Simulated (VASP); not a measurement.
# Ir (Fm-3m) in VASP: notebook

Ir is run at these levels: PBE; tasks: single point.

All numbers are computed with VASP 6.6.1; they aren't measurements. Logs are shortened: lines on timing, memory, paths and dates and some standing lists are left out, and cuts for length are marked.

### Step 1. The cell of the first run

It takes space group Fm-3m (No. 225, cubic). Conventional cell: a = 3.858 Å, b = 3.858 Å, c = 3.858 Å, α = 90.00°, β = 90.00°, γ = 90.00°. Within 3.6 Å of Ir (site symmetry m-3m) lie 12 Ir at 2.73 Å.

### Step 2. Single point, PBE

INCAR reads:

```
PREC = Accurate
ENCUT = 520
EDIFF = 1E-6
ISMEAR = -1
SIGMA = 0.05
LREAL = False
LASPH = True
NELM = 60
ALGO = Normal
ISIF = 2
LWAVE = False
LCHARG = False
GGA = PE
NBANDS = 10
```

KPOINTS reads:

```
regular mesh
0
Gamma
  21 21 21
```

POSCAR reads:

```
Ir
1.0
    0.0000000000      1.9288582035      1.9288582035
    1.9288582035      0.0000000000      1.9288582035
    1.9288582035      1.9288582035      0.0000000000
Ir
1
Direct
    0.0000000000      0.0000000000      0.0000000000
```

Potentials or basis: VASP PAW PBE potentials, release 64 (Ir).

Launch:

```console
> cat potpaw_PBE.64/Ir/POTCAR > POTCAR
> mpirun -np 1 vasp_std > vasp.out
```

OUTCAR:

```text
PREC = Accurate
   ENCUT = 520
   EDIFF = 1E-6
   ISMEAR = -1
   LREAL = False
   LASPH = True
   NELM = 60
   ISIF = 2
   GGA = PE

 ion  position               nearest neighbor table
   1  0.000  0.000  0.000-

  LATTYP: Found a face centered cubic cell.
 ALAT       =     3.8577164070

  Lattice vectors:

 A1 = (   0.0000000000,   1.9288582035,   1.9288582035)
 A2 = (   1.9288582035,   0.0000000000,   1.9288582035)
 A3 = (   1.9288582035,   1.9288582035,   0.0000000000)

Analysis of symmetry for initial positions (statically):
=====================================================================
 Subroutine PRICEL returns:
 Original cell was already a primitive cell.

 Routine SETGRP: Setting up the symmetry group for a
 face centered cubic supercell.

 Subroutine GETGRP returns: Found 48 space group operations
 (whereof 48 operations were pure point group operations)
 out of a pool of 48 trial point group operations.

The static configuration has the point symmetry O_h .

Analysis of symmetry for dynamics (positions and initial velocities):
=====================================================================
 Subroutine PRICEL returns:
 Original cell was already a primitive cell.

 Routine SETGRP: Setting up the symmetry group for a
 face centered cubic supercell.

 Subroutine GETGRP returns: Found 48 space group operations
 (whereof 48 operations were pure point group operations)
 out of a pool of 48 trial point group operations.

The dynamic configuration has the point symmetry O_h .

 Subroutine INISYM returns: Found 48 space group operations
 (whereof 48 operations are pure point group operations),
 and found     1 'primitive' translations

----------------------------------------------------------------------------------------

                                     Primitive cell

  volume of cell :      14.3526

  direct lattice vectors                    reciprocal lattice vectors
     0.000000000  1.928858203  1.928858203    -0.259220714  0.259220714  0.259220714
     1.928858203  0.000000000  1.928858203     0.259220714 -0.259220714  0.259220714
     1.928858203  1.928858203  0.000000000     0.259220714  0.259220714 -0.259220714

  length of vectors
     2.727817431  2.727817431  2.727817431     0.448983446  0.448983446  0.448983446

  position of ions in fractional coordinates (direct lattice)
     0.000000000  0.000000000  0.000000000

  ion indices of the primitive-cell ions
   primitive index   ion index
                 1           1

----------------------------------------------------------------------------------------

 KPOINTS: regular mesh

Automatic generation of k-mesh.
 Grid dimensions read from file:
 generate k-points for:   21   21   21

 Generating k-lattice:

  Cartesian coordinates                     Fractional coordinates (reciprocal lattice)
    -0.012343844  0.012343844  0.012343844     0.047619048  0.000000000  0.000000000
     0.012343844 -0.012343844  0.012343844     0.000000000  0.047619048  0.000000000
     0.012343844  0.012343844 -0.012343844     0.000000000  0.000000000  0.047619048

  Length of vectors
     0.021380164  0.021380164  0.021380164

  Shift w.r.t. Gamma in fractional coordinates (k-lattice)
     0.000000000  0.000000000  0.000000000

 Subroutine IBZKPT returns following result:
 ===========================================

 Found    286 irreducible k-points:

 Following reciprocal coordinates:
            Coordinates               Weight
  0.000000  0.000000  0.000000      1.000000
  0.047619  0.000000  0.000000      8.000000
  0.095238  0.000000  0.000000      8.000000
  0.142857  0.000000  0.000000      8.000000
  0.190476  0.000000  0.000000      8.000000
  0.238095  0.000000  0.000000      8.000000
[... 16 lines left out ...]
 -0.428571  0.047619  0.000000     24.000000
 -0.380952  0.047619  0.000000     24.000000
 [... further k-points ...]
   k-points           NKPTS =    286   k-points in BZ     NKDIM =    286   number of bands    NBANDS=     10
   number of dos      NEDOS =    301   number of ions     NIONS =      1
   total plane-waves  NPLWV =   8000
   dimension x,y,z NGX =    20 NGY =   20 NGZ =   20
   dimension x,y,z NGXF=    40 NGYF=   40 NGZF=   40
   ions per type =               1
   NGX,Y,Z   is equivalent  to a cutoff of  12.19, 12.19, 12.19 a.u.
   NGXF,Y,Z  is equivalent  to a cutoff of  24.38, 24.38, 24.38 a.u.
 SYSTEM =  unknown system
   PREC   = accura    normal or accurate (medium, high low for compatibility)
   ISTART =      0    job   : 0-new  1-cont  2-samecut
   ICHARG =      2    charge: 1-file 2-atom 10-const
   ISPIN  =      1    spin polarized calculation?
   LNONCOLLINEAR =      F non collinear calculations
   LSORBIT =      F    spin-orbit coupling
   LASPH  =      T    aspherical Exc in radial PAW
   ENCUT  =  520.0 eV  38.22 Ry    6.18 a.u.   5.07  5.07  5.07*2*pi/ulx,y,z
   NELM   =     60;   NELMIN=  2; NELMDL= -5     # of ELM steps
   EDIFF  = 0.1E-05   stopping-criterion for ELM
   LREAL  =      F    real-space projection
   EDIFFG = 0.1E-04   stopping-criterion for IOM
   NSW    =      0    number of steps for IOM
   IBRION =     -1    ionic relax: 0-MD 1-quasi-New 2-CG
   NFREE  =      0    steps in history (QN), initial steepest desc. (CG)
   ISIF   =      2    stress and relaxation
   ISYM   =      2    0-nonsym 1-usesym 2-fastsym
   POTIM  = 0.5000    time-step for ionic-motion
   TEBEG  =    0.0;   TEEND  =   0.0 temperature during run
   PSTRESS=    0.0 pullay stress
   NELECT =       9.0000    total number of electrons
   NUPDOWN=      -1.0000    fix difference up-down
   EMIN   =  10.00;   EMAX   =-10.00  energy-range for DOS
   EFERMI =   0.00;   METHOD = LEGACY
   ISMEAR =    -1;   SIGMA  =   0.05  broadening in eV -4-tet -1-fermi 0-gaus
   EFERMI_NEDOS =   21; number of points for ismear=-14 and -15
   IALGO  =     38    algorithm
   IMIX   =      4    mixing-type and parameters
     AMIX     =   0.40;   BMIX     =  1.00
     AMIX_MAG =   1.60;   BMIX_MAG =  1.00
  volume/ion in A,a.u.               =      14.35        96.86
  Fermi-wavevector in a.u.,A,eV,Ry     =   1.401238  2.647957 26.714619  1.963469
  Thomas-Fermi vector in A             =   2.524119
   LORBIT       =      0    0 simple, 1 ext, 2 COOP (PROOUT), +10 PAW based schemes
   GGA     = PE    functional components
   LHFCALC =     F    Hartree Fock is set to
   AEXX    =    0.0000 exact exchange contribution
   IVDW    =     0    specifies the selected vdW correction
   LEPSILON=     F    determine dielectric tensor
   LRPA    =     F    only Hartree local field effects (RPA)
 non-spin polarized calculation
  energy-cutoff  :      520.00
  volume of cell :       14.35
 maximum number of plane-waves:       395
   NGX = 11   NGY = 11   NGZ = 11

 number of electron       9.0000000 magnetization

 Free energy of the ion-electron system (eV)
  ---------------------------------------------------
  ext. energy  EPLUGINS =         0.00000000
  ---------------------------------------------------
  free energy    TOTEN  =        -8.85175823 eV

  energy without entropy =       -8.84354890  energy(sigma->0) =       -8.84765356

 E-fermi :  10.1726     XC(G=0): -13.9019

 val. band max:       10.1641106189   @ k =  -0.4286   0.4286   0.0476
 cond. band min:      10.1728434960   @ k =  -0.3333   0.3333   0.0000
 fundamental gap:      0.0087328770
 Fermi energy:        10.1725868351

 k-point     1 :       0.0000    0.0000    0.0000
  band No.  band energies     occupation
      1      -0.8072      2.00000
      2       6.3582      2.00000
      3       6.3583      2.00000
      4       6.3583      2.00000
      5       8.9861      2.00000
      6       8.9861      2.00000
      7      24.5105      0.00000
      8      30.0110      0.00000
      9      30.0110      0.00000
     10      30.0110      0.00000

 k-point     2 :       0.0476    0.0000    0.0000
  band No.  band energies     occupation
      1      -0.7074      2.00000
      2       6.3047      2.00000
      3       6.4018      2.00000
      4       6.4018      2.00000
      5       8.9579      2.00000
      6       8.9579      2.00000
      7      24.6828      0.00000
      8      29.4445      0.00000
      9      30.1741      0.00000
     10      30.1741      0.00000

 k-point     3 :       0.0952    0.0000    0.0000
  band No.  band energies     occupation
      1      -0.4153      2.00000
      2       6.1611      2.00000
      3       6.5208      2.00000
      4       6.5208      2.00000
      5       8.8896      2.00000
      6       8.8896      2.00000
      7      25.1684      0.00000
      8      28.2540      0.00000
      9      30.6520      0.00000
     10      30.6520      0.00000

 k-point     4 :       0.1429    0.0000    0.0000
  band No.  band energies     occupation
      1       0.0450      2.00000
      2       5.9757      2.00000
      3       6.6752      2.00000
      4       6.6752      2.00000
      5       8.8332      2.00000
      6       8.8332      2.00000
      7      25.8533      0.00000
      8      26.9401      0.00000
      9      31.4114      0.00000
     10      31.4114      0.00000

 k-point     5 :       0.1905    0.0000    0.0000
  band No.  band energies     occupation
      1       0.6245      2.00000
      2       5.8255      2.00000
      3       6.7937      2.00000
      4       6.7937      2.00000
      5       8.8732      2.00000
      6       8.8732      2.00000
      7      25.5413      0.00000
      8      26.6189      0.00000
      9      32.3931      0.00000
     10      32.3931      0.00000

 k-point     6 :       0.2381    0.0000    0.0000
  band No.  band energies     occupation
      1       1.2352      2.00000
      2       5.8191      2.00000
      3       6.8073      2.00000
      4       6.8073      2.00000
      5       9.0858      2.00000
      6       9.0858      2.00000
      7      24.2233      0.00000
      8      26.8944      0.00000
      9      33.4618      0.00000
     10      33.4619      0.00000

 k-point     7 :       0.2857    0.0000    0.0000
  band No.  band energies     occupation
      1       1.7480      2.00000
      2       6.0909      2.00000
      3       6.7160      2.00000
      4       6.7160      2.00000
      5       9.4658      2.00000
      6       9.4658      2.00000
      7      22.8322      0.00000
      8      26.4567      0.00000
      9      33.7831      0.00000
     10      33.7831      0.00000

 k-point     8 :       0.3333    0.0000    0.0000
  band No.  band energies     occupation
      1       2.0603      2.00000
      2       6.5739      2.00000
      3       6.5739      2.00000
      4       6.7251      2.00000
      5       9.9371      1.98215
      6       9.9371      1.98215
      7      21.3262      0.00000
      8      25.6233      0.00000
      9      32.5675      0.00000
     10      32.5675      0.00000

 k-point     9 :       0.3810    0.0000    0.0000
  band No.  band energies     occupation
      1       2.1869      2.00000
      2       6.4323      2.00000
      3       6.4323      2.00000
      4       7.6486      2.00000
      5      10.4076      0.01802
      6      10.4076      0.01802
      7      19.7556      0.00000
      8      24.8597      0.00000
      9      31.3124      0.00000
     10      31.3124      0.00000
[... 118 lines left out ...]
 k-point    19 :       0.3810    0.0476    0.0000
  band No.  band energies     occupation
      1       2.2453      2.00000
      2       6.3930      2.00000
      3       6.5683      2.00000
      4       7.1157      2.00000
      5      10.2288      0.49077
      6      10.5036      0.00267
      7      20.2962      0.00000
      8      25.2191      0.00000
      9      30.9157      0.00000
     10      31.9414      0.00000

 k-point    20 :       0.4286    0.0476    0.0000
  band No.  band energies     occupation
      1       2.2945      2.00000
      2       6.2652      2.00000
      3       6.4419      2.00000
      4       8.0301      2.00000
      5      10.8237      0.00000
      6      10.8494      0.00000
      7      18.7583      0.00000
      8      24.6326      0.00000
      9      30.1330      0.00000
     10      30.7862      0.00000

 k-point    21 :       0.4762    0.0476    0.0000
  band No.  band energies     occupation
      1       2.2959      2.00000
      2       6.1918      2.00000
      3       6.3570      2.00000
      4       8.7654      2.00000
      5      11.0278      0.00000
      6      11.3221      0.00000
      7      17.5943      0.00000
      8      24.3018      0.00000
      9      29.7378      0.00000
     10      29.9561      0.00000

 k-point    22 :      -0.4762    0.0476    0.0000
  band No.  band energies     occupation
      1       2.2939      2.00000
      2       6.1809      2.00000
      3       6.3267      2.00000
      4       8.9985      2.00000
      5      10.9912      0.00000
      6      11.5406      0.00000
      7      17.2501      0.00000
      8      24.2206      0.00000
      9      29.5621      0.00000
     10      29.8167      0.00000

 k-point    23 :      -0.4286    0.0476    0.0000
  band No.  band energies     occupation
      1       2.2987      2.00000
      2       6.2324      2.00000
      3       6.3560      2.00000
      4       8.5965      2.00000
      5      10.7401      0.00002
      6      11.3851      0.00000
      7      17.9219      0.00000
      8      24.3851      0.00000
      9      29.6422      0.00000
     10      30.3837      0.00000

 k-point    24 :      -0.3810    0.0476    0.0000
  band No.  band energies     occupation
      1       2.2894      2.00000
      2       6.3386      2.00000
      3       6.4423      2.00000
      4       7.7643      2.00000
      5      10.3219      0.09612
      6      11.0149      0.00000
      7      19.2565      0.00000
      8      24.8011      0.00000
      9      30.1602      0.00000
     10      31.3970      0.00000

 [... further k-points ...]
[... 5 lines left out ...]
  --------------------------------------------------------------------------------------
  -------------------------------------------------------------------------------------
  Total        0.3747155      0.3747155      0.3747155      0.0000000      0.0000000      0.0000000
  in kB       41.8293714     41.8293714     41.8293714      0.0000000      0.0000000      0.0000000
  external PRESSURE =      41.8293714 kB  Pullay stress =       0.0000000 kB

 VOLUME and BASIS-vectors are now :
 -----------------------------------------------------------------------------
  energy-cutoff  :      520.00
  volume of cell :       14.35
      direct lattice vectors                 reciprocal lattice vectors
     0.000000000  1.928858203  1.928858203    -0.259220714  0.259220714  0.259220714
     1.928858203  0.000000000  1.928858203     0.259220714 -0.259220714  0.259220714
     1.928858203  1.928858203  0.000000000     0.259220714  0.259220714 -0.259220714

 POSITION                                       TOTAL-FORCE (eV/Angst)
 -----------------------------------------------------------------------------------
      0.00000      0.00000      0.00000        -0.000000     -0.000000     -0.000000
 -----------------------------------------------------------------------------------
    total drift:                                0.000000      0.000000      0.000000

  FREE ENERGIE OF THE ION-ELECTRON SYSTEM (eV)
  ---------------------------------------------------
  free  energy   TOTEN  =        -8.8517582257 eV

  energy  without entropy=       -8.8435489004  energy(sigma->0) =       -8.84765356
```

Run time: 16 s. Hardware: 1 thread of Intel Xeon Platinum 8559C (Emerald Rapids), shared host; peak memory 0.16 GiB.

Results:

```yaml
Free_energy: -8.8518 eV
Pressure: 4.2 GPa
```

Caveat: spin-orbit coupling is left out, which moves the levels of the heavy elements.

[end of part 1 of 2]
